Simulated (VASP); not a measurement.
# ZnS (F-43m) in VASP: further runs, part 2 of 2

VASP 6.6.1. Earlier steps stand in the parts before.

## 5. Single point, r2SCAN (volume scaled by 0.96)

POSCAR

```
ZnS
1.0
    0.0000000000      2.6581432320      2.6581432320
    2.6581432320      0.0000000000      2.6581432320
    2.6581432320      2.6581432320      0.0000000000
Zn S
1 1
Direct
    0.0000000000      0.0000000000      0.0000000000
    0.7500000000      0.7500000000      0.7500000000
```

INCAR.step1

```
SYSTEM = ZnS
ALGO = Normal
EDIFF = 1E-4
ENCUT = 520
GGA = PE
ISMEAR = 0
LASPH = .True.
LCHARG = .False.
LREAL = .False.
LWAVE = .True.
NBANDS = 16
NELM = 80
PREC = Accurate
SIGMA = 0.05
```

INCAR.step2

```
SYSTEM = ZnS
ALGO = Normal
EDIFF = 1E-6
ENCUT = 520
ISIF = 2
ISMEAR = 0
ISTART = 1
LASPH = .True.
LCHARG = .False.
LMIXTAU = .True.
LREAL = .False.
LWAVE = .False.
METAGGA = R2SCAN
NBANDS = 16
NELM = 80
PREC = Accurate
SIGMA = 0.05
```

KPOINTS

```
k-points
0
Gamma
  8 8 8
  0 0 0
```

On the command line:

```
$ cat potpaw_PBE.64/Zn/POTCAR potpaw_PBE.64/S/POTCAR > POTCAR
$ cp INCAR.step1 INCAR
$ mpirun -np 1 vasp_std > vasp.out
$ cp INCAR.step2 INCAR
$ mpirun -np 1 vasp_std > vasp.out
```

Wall time 33 s (1 thread of Intel Xeon 6975P-C (Granite Rapids), shared host); peak memory 0.16 GiB.

It converged, with:

* Free energy: -18.8500 eV
* Pressure: 3.5 GPa
* Band gap on the k mesh: 2.91 eV, direct

Levels at points of the mesh, in eV from the valence-band top:
| k point | band 6 | band 7 | band 8 | band 9 | band 10 | band 11 | band 12 | band 13 |
| --- | --- | --- | --- | --- | --- | --- | --- | --- |
| (0.00, 0.00, 0.00) | -6.10 | 0.00 | 0.00 | 0.00 | 2.91 | 6.86 | 6.86 | 6.86 |
| (0.50, 0.00, 0.00) | -5.90 | -5.73 | -0.96 | -0.96 | 3.91 | 7.36 | 7.36 | 9.61 |
| (0.50, 0.50, 0.00) | -5.87 | -4.81 | -2.47 | -2.47 | 3.61 | 4.47 | 12.16 | 13.17 |

Caveat: the PAW data sets were made with another functional, which shifts forces and pressure a little.

## 6. Single point, r2SCAN+D4 (volume scaled by 0.98)

POSCAR

```
ZnS
1.0
    0.0000000000      2.6664667997      2.6664667997
    2.6664667997      0.0000000000      2.6664667997
    2.6664667997      2.6664667997      0.0000000000
Zn S
1 1
Direct
    0.0000000000      0.0000000000      0.0000000000
    0.7500000000      0.7500000000      0.7500000000
```

INCAR.step1

```
PREC = Accurate
ENCUT = 520
ISMEAR = 0
SIGMA = 0.05
LREAL = F
LASPH = T
NELM = 80
NBANDS = 16
GGA = PE
ALGO = Normal
EDIFF = 1E-4
LWAVE = T
LCHARG = F
```

INCAR.step2

```
PREC = Accurate
ENCUT = 520
EDIFF = 1E-6
ISMEAR = 0
SIGMA = 0.05
LREAL = F
LASPH = T
NELM = 80
ALGO = Normal
ISIF = 2
LWAVE = F
LCHARG = F
METAGGA = R2SCAN
LMIXTAU = T
IVDW = 13
VDW_S6 = 1.0
VDW_S8 = 0.6018749
VDW_A1 = 0.51559235
VDW_A2 = 5.77342911
NBANDS = 16
ISTART = 1
```

KPOINTS

```
Automatic mesh
0
Gamma
  8 8 8
```

Potentials or basis: VASP PAW PBE potentials, release 64 (Zn, S).

On the command line:

```
$ cat potpaw_PBE.64/Zn/POTCAR potpaw_PBE.64/S/POTCAR > POTCAR
$ cp INCAR.step1 INCAR
$ mpirun -np 1 vasp_std > vasp.out
$ cp INCAR.step2 INCAR
$ mpirun -np 1 vasp_std > vasp.out
```

OUTCAR:

```text
PREC = Accurate
   ENCUT = 520
   EDIFF = 1E-6
   ISMEAR = 0
   LREAL = F
   LASPH = T
   NELM = 80
   ISIF = 2
   METAGGA = R2SCAN
   IVDW = 13
   ISTART = 1

 ion  position               nearest neighbor table
   1  0.000  0.000  0.000-   2 2.31   2 2.31   2 2.31   2 2.31
   2  0.750  0.750  0.750-   1 2.31   1 2.31   1 2.31   1 2.31

  LATTYP: Found a face centered cubic cell.
 ALAT       =     5.3329335994

  Lattice vectors:

[... 641 lines left out ...]
 [... further k-points ...]

------------------------ aborting loop because EDIFF is reached ----------------------------------------

  DFT-D4 for vdW energy calculation

  Edisp (eV):   -0.23881

  FORCE on cell =-STRESS in cart. coord.  units (eV):
  Direction    XX          YY          ZZ          XY          YZ          ZX
  --------------------------------------------------------------------------------------
  -------------------------------------------------------------------------------------
  Total       0.40580     0.40580     0.40580    -0.00000     0.00000    -0.00000
  in kB      17.14663    17.14663    17.14663    -0.00000     0.00000    -0.00000
  external pressure =       17.15 kB  Pullay stress =        0.00 kB

 VOLUME and BASIS-vectors are now :
 -----------------------------------------------------------------------------
  energy-cutoff  :      520.00
  volume of cell :       37.92
      direct lattice vectors                 reciprocal lattice vectors
     0.000000000  2.666466800  2.666466800    -0.187514054  0.187514054  0.187514054
     2.666466800  0.000000000  2.666466800     0.187514054 -0.187514054  0.187514054
     2.666466800  2.666466800  0.000000000     0.187514054  0.187514054 -0.187514054

 POSITION                                       TOTAL-FORCE (eV/Angst)
 -----------------------------------------------------------------------------------
      0.00000      0.00000      0.00000         0.000000      0.000000      0.000000
      3.99970      3.99970      3.99970        -0.000000     -0.000000     -0.000000
 -----------------------------------------------------------------------------------
    total drift:                               -0.000012     -0.000012     -0.000012

  FREE ENERGIE OF THE ION-ELECTRON SYSTEM (eV)
  ---------------------------------------------------
  free  energy   TOTEN  =       -19.0954966574 eV

  energy  without entropy=      -19.0954966574  energy(sigma->0) =      -19.09549666
```

OUTCAR.step1:

```text
PREC = Accurate
   ENCUT = 520
   ISMEAR = 0
   LREAL = F
   LASPH = T
[... 676 lines left out ...]
 -----------------------------------------------------------------------------------
      0.00000      0.00000      0.00000        -0.000000      0.000000     -0.000000
      3.99970      3.99970      3.99970         0.000000     -0.000000      0.000000
 -----------------------------------------------------------------------------------
    total drift:                               -0.000002     -0.000002     -0.000002

  FREE ENERGIE OF THE ION-ELECTRON SYSTEM (eV)
  ---------------------------------------------------
  free  energy   TOTEN  =        -6.8144975831 eV

  energy  without entropy=       -6.8144975831  energy(sigma->0) =       -6.81449758
```

Run time: 33 s. Hardware: 1 thread of Intel Xeon 6975P-C (Granite Rapids), shared host; peak memory 0.16 GiB.

Results:

```
Free energy                : -19.0955 eV
Pressure                   : 1.7 GPa
Band gap on the k mesh     : 2.86 eV, direct
Dispersion energy per atom : -0.119 eV
```

Caveat: the PAW data sets were made with another functional, which shifts forces and pressure a little.

## 7. Summary

```csv
level,cell,gap on the mesh (eV),pressure (GPa)
revPBE,"a = 3.910 Å, angles 60.0°, 2 atoms",1.94,-1.1
revPBE,"a = 3.935 Å, angles 60.0°, 2 atoms",1.86,-2.2
r2SCAN+D4,"a = 3.745 Å, angles 60.0°, 2 atoms",2.96,3.6
r2SCAN,"a = 3.759 Å, angles 60.0°, 2 atoms",2.91,3.5
r2SCAN+D4,"a = 3.771 Å, angles 60.0°, 2 atoms",2.86,1.7
```

Alike in all rows: task single point; potentials or basis VASP PAW PBE potentials, release 64 (Zn, S); no spin polarisation; k mesh 8 × 8 × 8; cutoff (eV) 520; smearing gaussian 0.05 eV.

Caveats: the PAW data sets were made with another functional, which shifts forces and pressure a little.

Total energies depend on the potentials used, so only differences within one code and one set of settings carry meaning.
